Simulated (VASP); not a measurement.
Set up this calculation in VASP 6.6.1, as the native input.

```
Task                   : single point
Functional             : LDA
Potentials or basis    : VASP PAW LDA potentials, release 64 (Mg, S)
Cutoff                 : 600 eV
k mesh                 : 8 × 8 × 8
Occupations            : gaussian, width 0.02 eV
Spin                   : no spin polarisation
Dipole correction      : no
Further INCAR settings : ALGO = Normal; EDIFF = 1e-06; NBANDS = 11
```

The structure of MgS (l) lies in POSCAR:

```
MgS
1.0
    0.0000000000      2.7969341655      2.7969341655
    2.7969341655      0.0000000000      2.7969341655
    2.7969341655      2.7969341655      0.0000000000
Mg S
1 1
Direct
    0.0000000000      0.0000000000      0.0000000000
    0.2500000000      0.2500000000      0.2500000000
```

The input as run:

INCAR

```
PREC = Accurate ; ENCUT = 600
EDIFF = 1E-6 ; ISMEAR = 0
SIGMA = 0.02 ; LREAL = F
LASPH = T ; NELM = 120
ALGO = Normal ; ISIF = 2
LWAVE = F ; LCHARG = F
GGA = CA ; NBANDS = 11
GGA_COMPAT = F
```

KPOINTS

```
regular mesh
0
Gamma
  8 8 8
```

Potentials or basis: VASP PAW LDA potentials, release 64 (Mg, S).

Command:

```console
$ cat potpaw_LDA.64/Mg/POTCAR potpaw_LDA.64/S/POTCAR > POTCAR
$ mpirun -np 1 vasp_std > vasp.out
```

Results of the run:

```json
{
 "Pressure": "-0.3 GPa",
 "Band gap on the k mesh": "3.38 eV, direct"
}
```

Run time: 13 s on 1 thread of Intel Xeon 8259CL (shared host), peak memory 0.16 GiB.
